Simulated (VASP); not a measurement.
# SiGeTe2S2 (P4/mmm) in VASP: further runs, part 2 of 2

VASP 6.6.1.

## (4) Single point, PBE

This run uses another cell than the first one, of 28.45 Å³/atom, 1.188 times its volume.

File INCAR:

```
ALGO = Normal
EDIFF = 1E-7
ENCUT = 520
GGA = PE
ISIF = 2
ISMEAR = 0
LASPH = True
LCHARG = False
LREAL = False
LWAVE = False
NBANDS = 30
NELM = 100
PREC = Accurate
SIGMA = 0.1
```

File KPOINTS:

```
k-points
0
Gamma
  8 8 6
```

File POSCAR:

```
SiGeTe2S2
1.0
    4.3334891414      0.0000000000      0.0000000000
    0.0000000000      4.3334891414      0.0000000000
    0.0000000000      0.0000000000      9.0913264185
Si Ge Te S
1 1 2 2
Direct
    0.0000000000      0.0000000000      0.0000000000
    0.0000000000      0.0000000000      0.5000000000
    0.5000000000      0.5000000000      0.6523651263
    0.5000000000      0.5000000000      0.3476348737
    0.5000000000      0.0000000000      0.0000000000
    0.0000000000      0.5000000000      0.0000000000
```

Potentials or basis: VASP PAW PBE potentials, release 64 (Si, Ge_d, Te, S).

Command:

```sh
$ cat potpaw_PBE.64/Si/POTCAR potpaw_PBE.64/Ge_d/POTCAR potpaw_PBE.64/Te/POTCAR potpaw_PBE.64/S/POTCAR > POTCAR
$ mpirun -np 1 vasp_std > vasp.out
```

OUTCAR:

```text
EDIFF = 1E-7
   ENCUT = 520
   GGA = PE
   ISIF = 2
   ISMEAR = 0
   LASPH = True
   LREAL = False
   NELM = 100
   PREC = Accurate

 ion  position               nearest neighbor table
   1  0.000  0.000  0.000-   5 2.17   6 2.17   6 2.17   5 2.17
   2  0.000  0.000  0.500-
   3  0.500  0.500  0.652-   4 2.77
   4  0.500  0.500  0.348-   3 2.77
   5  0.500  0.000  0.000-   1 2.17   1 2.17
   6  0.000  0.500  0.000-   1 2.17   1 2.17

  LATTYP: Found a simple tetragonal cell.
 ALAT       =     4.3334891414
 C/A-ratio  =     2.0979229720

  Lattice vectors:

 A1 = (   4.3334891414,   0.0000000000,   0.0000000000)
 A2 = (   0.0000000000,   4.3334891414,   0.0000000000)
 A3 = (   0.0000000000,   0.0000000000,   9.0913264185)

Analysis of symmetry for initial positions (statically):
=====================================================================
 Subroutine PRICEL returns:
[... 172 lines left out ...]
  ---------------------------------------------------
  ext. energy  EPLUGINS =         0.00000000
  ---------------------------------------------------
  free energy    TOTEN  =       -22.26155285 eV

  energy without entropy =      -22.23563495  energy(sigma->0) =      -22.24859390

 E-fermi :   4.1985     XC(G=0):  -8.8544

 val. band max:        4.1953970625   @ k =   0.5000   0.2500   0.5000
 cond. band min:       4.2136806399   @ k =   0.2500   0.0000   0.1667
 fundamental gap:      0.0182835774
 Fermi energy:         4.1984827978

 k-point     1 :       0.0000    0.0000    0.0000
  band No.  band energies     occupation
      1     -21.4333      2.00000
      2     -21.4322      2.00000
      3     -21.3845      2.00000
      4     -21.3845      2.00000
      5     -21.3721      2.00000
      6     -10.8729      2.00000
[... 781 lines left out ...]
     29       8.7507      0.00000
     30      10.8072      0.00000

 [... further k-points ...]
[... 5 lines left out ...]
  --------------------------------------------------------------------------------------
  -------------------------------------------------------------------------------------
  Total       -0.1117219     -0.1117219      0.0321395      0.0000000      0.0000000      0.0000000
  in kB       -1.0484463     -1.0484463      0.3016109      0.0000000      0.0000000      0.0000000
  external PRESSURE =      -0.5984272 kB  Pullay stress =       0.0000000 kB

 VOLUME and BASIS-vectors are now :
 -----------------------------------------------------------------------------
  energy-cutoff  :      520.00
  volume of cell :      170.73
      direct lattice vectors                 reciprocal lattice vectors
     4.333489141  0.000000000  0.000000000     0.230760934  0.000000000  0.000000000
     0.000000000  4.333489141  0.000000000     0.000000000  0.230760934  0.000000000
     0.000000000  0.000000000  9.091326418     0.000000000  0.000000000  0.109994951

 POSITION                                       TOTAL-FORCE (eV/Angst)
 -----------------------------------------------------------------------------------
      0.00000      0.00000      0.00000         0.000000      0.000000      0.000000
      0.00000      0.00000      4.54566         0.000000      0.000000      0.000000
      2.16674      2.16674      5.93086         0.000000      0.000000      0.024326
      2.16674      2.16674      3.16046         0.000000     -0.000000     -0.024326
      2.16674      0.00000      0.00000         0.000000      0.000000      0.000000
      0.00000      2.16674      0.00000         0.000000      0.000000      0.000000
 -----------------------------------------------------------------------------------
    total drift:                                0.000000     -0.000000      0.000000

  FREE ENERGIE OF THE ION-ELECTRON SYSTEM (eV)
  ---------------------------------------------------
  free  energy   TOTEN  =       -22.2615528465 eV

  energy  without entropy=      -22.2356349525  energy(sigma->0) =      -22.24859390
```

It took 1.9 min on 1 thread of Intel Xeon 6975P-C (Granite Rapids), shared host; peak memory 0.47 GiB.

Results:

```yaml
Free_energy: -22.2616 eV
Pressure: -0.1 GPa
Largest_force: 0.024 eV/Å
Band_gap_on_the_k_mesh: zero (band 21 reaches 4.44 eV, above the bottom of band 22 at 3.97 eV)
```

Forces in eV/Å, atoms in the order of the input:
```
Si   0.000  0.000  0.000
Ge   0.000  0.000  0.000
Te   0.000  0.000  0.024
Te   0.000  0.000 -0.024
S    0.000  0.000  0.000
S    0.000  0.000  0.000
```

Levels at points of the mesh, in eV from the Fermi level:
| k point | band 19 | band 20 | band 21 | band 22 | band 23 | band 24 |
| --- | --- | --- | --- | --- | --- | --- |
| (0.00, 0.00, 0.00) | -0.57 | -0.57 | -0.17 | -0.17 | 0.08 | 2.35 |
| (0.50, 0.00, 0.00) | -1.62 | -1.54 | 0.16 | 0.18 | 0.41 | 1.96 |
| (0.50, 0.50, 0.00) | -1.04 | -0.99 | -0.99 | 0.46 | 1.16 | 1.49 |
| (0.00, 0.00, 0.50) | -0.68 | -0.68 | 0.02 | 0.02 | 0.18 | 1.30 |
| (0.50, 0.00, 0.50) | -1.66 | -1.30 | 0.24 | 0.26 | 0.41 | 1.70 |
| (0.50, 0.50, 0.50) | -1.62 | -1.62 | -0.68 | -0.12 | 1.16 | 2.17 |

Caveat: spin-orbit coupling is left out, which moves the levels of the heavy elements; this functional lacks dispersion, which binds the layers, so the pressure and a relaxed spacing across them are unreliable.

## (5) Single point, PBE

This run uses another cell than the first one, of 28.78 Å³/atom, 1.202 times its volume.

File INCAR:

```
SYSTEM = SiGeTe2S2
ALGO = Normal
EDIFF = 1E-6
ENCUT = 520
GGA = PE
ISIF = 2
ISMEAR = 0
LASPH = .TRUE.
LCHARG = .FALSE.
LREAL = .FALSE.
LWAVE = .FALSE.
NBANDS = 30
NELM = 80
PREC = Accurate
SIGMA = 0.1
```

File KPOINTS:

```
k-points
0
G
  10 10 4
  0 0 0
```

File POSCAR:

```
SiGeTe2S2
1.0
    4.3310687680      0.0000000000      0.0000000000
    0.0000000000      4.3310687680      0.0000000000
    0.0000000000      0.0000000000      9.2044438712
Si Ge Te S
1 1 2 2
Direct
    0.0000000000      0.0000000000      0.0000000000
    0.0000000000      0.0000000000      0.5000000000
    0.5000000000      0.5000000000      0.6504084763
    0.5000000000      0.5000000000      0.3495915237
    0.5000000000      0.0000000000      0.0000000000
    0.0000000000      0.5000000000      0.0000000000
```

Command:

```sh
$ cat potpaw_PBE.64/Si/POTCAR potpaw_PBE.64/Ge_d/POTCAR potpaw_PBE.64/Te/POTCAR potpaw_PBE.64/S/POTCAR > POTCAR
$ mpirun -np 1 vasp_std > vasp.out
```

It took 100 s on 1 thread of Intel Xeon 6975P-C (Granite Rapids), shared host; peak memory 0.48 GiB.

Results (log left out):

| Item | Value |
| --- | --- |
| Free energy | -22.2796 eV |
| Pressure | 0.0 GPa |
| Largest force | 0.028 eV/Å |
| Band gap on the k mesh | zero (band 21 reaches 4.47 eV, above the bottom of band 22 at 3.90 eV) |

Forces in eV/Å, atoms in the order of the input:
```
Si   0.000  0.000  0.000
Ge   0.000  0.000  0.000
Te   0.000  0.000  0.028
Te   0.000  0.000 -0.028
S    0.000  0.000  0.000
S    0.000  0.000  0.000
```

Stress tensor (GPa, compression positive):
```
-0.10  0.00  0.00
 0.00 -0.10  0.00
 0.00  0.00  0.06
```

Levels at points of the mesh, in eV from the Fermi level:
```tsv
k point	band 19	band 20	band 21	band 22	band 23	band 24
(0.00, 0.00, 0.00)	-0.62	-0.62	-0.18	-0.18	0.06	2.25
(0.50, 0.00, 0.00)	-1.64	-1.58	0.15	0.15	0.38	1.90
(0.50, 0.50, 0.00)	-1.09	-1.09	-1.09	0.35	1.12	1.48
(0.00, 0.00, 0.50)	-0.72	-0.72	-0.02	-0.02	0.14	1.24
(0.50, 0.00, 0.50)	-1.68	-1.35	0.20	0.23	0.38	1.64
(0.50, 0.50, 0.50)	-1.65	-1.65	-0.78	-0.16	1.12	2.10
```

Caveat: spin-orbit coupling is left out, which moves the levels of the heavy elements; this functional lacks dispersion, which binds the layers, so the pressure and a relaxed spacing across them are unreliable.

## (6) Relaxation of cell and atoms, PBE

This run uses another cell than the first one, of 26.42 Å³/atom, 1.103 times its volume.

File INCAR:

```
PREC = Accurate
ENCUT = 600
EDIFF = 1E-7
ISMEAR = 0
SIGMA = 0.1
LREAL = F
LASPH = T
NELM = 80
ALGO = Normal
ISIF = 3
LWAVE = F
LCHARG = F
GGA = PE
IBRION = 2
NSW = 90
EDIFFG = -0.04
```

File KPOINTS:

```
regular mesh
0
Gamma
  4 4 4
```

File POSCAR:

```
SiGeTe2S2
1.0
    4.9052035800      0.0000000000      0.0000000000
    0.0000000000      4.9052035800      0.0000000000
    0.0000000000      0.0000000000      6.5875798500
Si Ge Te S
1 1 2 2
Direct
    0.0000000000      0.0000000000      0.0000000000
    0.0000000000      0.0000000000      0.5000000000
    0.5000000000      0.5000000000      0.7457699800
    0.5000000000      0.5000000000      0.2542300200
    0.5000000000      0.0000000000      0.0000000000
    0.0000000000      0.5000000000      0.0000000000
```

Potentials or basis: VASP PAW PBE potentials, release 64 (Si, Ge_d, Te, S).

Command:

```sh
$ cat potpaw_PBE.64/Si/POTCAR potpaw_PBE.64/Ge_d/POTCAR potpaw_PBE.64/Te/POTCAR potpaw_PBE.64/S/POTCAR > POTCAR
$ mpirun -np 1 vasp_std > vasp.out
```

It took 4.2 min on 1 thread of Intel Xeon 6975P-C (Granite Rapids), shared host; peak memory 0.36 GiB.

Results (log left out):

| Property | Result |
| --- | --- |
| Free energy | -21.5281 eV |
| Relaxed volume | 23.99 Å³/atom |
| Relaxed cell | a = 4.859 Å, b = 4.859 Å, c = 6.097 Å, α = 90.00°, β = 90.00°, γ = 90.00° |
| Space group after relaxing (to 0.05 Å) | P4/mmm (No. 123) |
| Energy gained by relaxing | 92.9 meV/atom |
| Ionic steps | 8 |
| Pressure after relaxing | 0.0 GPa |
| Largest force after relaxing | 0.016 eV/Å |
| Band gap on the k mesh | zero (band 21 reaches 7.50 eV, above the bottom of band 22 at 5.12 eV) |

Forces in eV/Å, atoms in the order of the input:
```
Si   0.000  0.000  0.000
Ge   0.000  0.000  0.000
Te   0.000  0.000 -0.016
Te   0.000  0.000  0.016
S    0.000  0.000  0.000
S    0.000  0.000  0.000
```

Stress tensor (GPa, compression positive):
```
-0.09  0.00  0.00
 0.00 -0.09  0.00
 0.00  0.00  0.16
```

Step by step:
```csv
step,energy change (eV),largest force (eV/Å),pressure (GPa),volume (Å³)
1,0.0000,0.9671,-3.83,158.50
2,-0.3571,1.2035,-0.32,144.43
3,-0.4004,1.1151,2.13,138.07
4,-0.4943,0.4664,2.84,137.71
5,-0.5089,0.1327,2.53,137.81
6,-0.5545,0.0955,-0.56,145.46
7,-0.5569,0.0989,-0.04,143.99
8,-0.5575,0.0159,-0.01,143.96
```

Final structure:
```
CELL_PARAMETERS angstrom
4.85923 0.00000 0.00000
0.00000 4.85923 0.00000
0.00000 0.00000 6.09690
ATOMIC_POSITIONS crystal
Si 0.00000 0.00000 0.00000
Ge 0.00000 0.00000 0.50000
Te 0.50000 0.50000 0.72251
Te 0.50000 0.50000 0.27749
S 0.50000 0.00000 0.00000
S 0.00000 0.50000 0.00000
```

Levels at points of the mesh, in eV from the Fermi level:
```tsv
k point	band 19	band 20	band 21	band 22	band 23	band 24
(0.00, 0.00, 0.00)	-1.57	-1.57	-1.29	-1.29	-0.28	2.10
(0.50, 0.00, 0.00)	-1.28	-1.12	-0.61	-0.13	0.30	0.31
(0.50, 0.50, 0.00)	-1.72	-0.02	1.10	1.10	1.62	1.62
(0.00, 0.00, 0.50)	-2.85	-0.86	-0.69	1.20	1.41	1.41
(0.50, 0.00, 0.50)	-1.62	-0.89	-0.67	-0.13	0.38	0.67
(0.50, 0.50, 0.50)	-1.22	-0.99	-0.99	-0.21	0.15	1.52
```

Caveat: spin-orbit coupling is left out, which moves the levels of the heavy elements.

## (7) Summary

```csv
task,cell,k mesh,cutoff (eV),gap on the mesh (eV),pressure (GPa),largest force (eV/Å)
single point,"a = 4.803, b = 4.803, c = 6.228 Å, 6 atoms",4 × 4 × 4,520,none,-0.1,0.01
single point,"a = 4.905, b = 4.905, c = 6.588 Å, 6 atoms",4 × 4 × 4,520,none,-3.8,0.97
single point,"a = 4.333, b = 4.333, c = 9.091 Å, 6 atoms",8 × 8 × 6,520,none,-0.1,0.02
single point,"a = 4.331, b = 4.331, c = 9.204 Å, 6 atoms",10 × 10 × 4,520,none,0.0,0.03
relaxation of cell and atoms,"relaxed from a = 4.905, b = 4.905, c = 6.588 Å, 6 atoms",4 × 4 × 4,600,none,0.0,0.02
```

Alike in all rows: level PBE; potentials or basis VASP PAW PBE potentials, release 64 (Si, Ge_d, Te, S); no spin polarisation; smearing gaussian 0.1 eV.

Caveats: spin-orbit coupling is left out, which moves the levels of the heavy elements; this functional lacks dispersion, which binds the layers, so the pressure and a relaxed spacing across them are unreliable (some runs).

Total energies depend on the potentials used, so only differences within one code and one set of settings carry meaning.
